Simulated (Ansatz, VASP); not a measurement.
## HfB2: VASP beside Ansatz

```
CELL_PARAMETERS angstrom
3.14000 0.00000 0.00000
-1.57000 2.71932 0.00000
0.00000 0.00000 3.48000
ATOMIC_POSITIONS crystal
Hf 0.00000 0.00000 0.00000
B 0.66667 0.33333 0.50000
B 0.33333 0.66667 0.50000
```

Alike in both runs: task relaxation of cell and atoms; functional RPBE; dispersion D4; k mesh 10 × 10 × 8; occupations fermi-dirac, width 0.05 eV; no spin polarisation.

|  | VASP | Ansatz |
| --- | --- | --- |
| version | VASP 6.6.1 | Ansatz 0.2.0 |
| potentials or method | VASP PAW PBE potentials, release 64 (Hf_pv, B) | Ansatz PAW |
| plane-wave cutoff (eV) | 600 | 420 |
| valence electrons in the cell | 16 | 32 |

VASP gave:

| Item | Value |
| --- | --- |
| relaxed volume (Å³/atom) | 9.62 |
| relaxed cell length with the largest relative difference (Å) | 3.117 |

Q: What did Ansatz give for the same quantities?

A: Relaxed volume (Å³/atom): 9.64; relaxed cell length with the largest relative difference (Å): 3.120.

VASP's potentials were made for PBE, not for RPBE. VASP's potentials hold 16 valence electrons a cell and Ansatz's 32, so a difference there can come from the potentials and not from the codes.

Spin-orbit coupling is off throughout. Noted on Ansatz's run: the plane-wave basis is chosen anew once the cell has moved, so the energies of steps on either side of that aren't comparable.
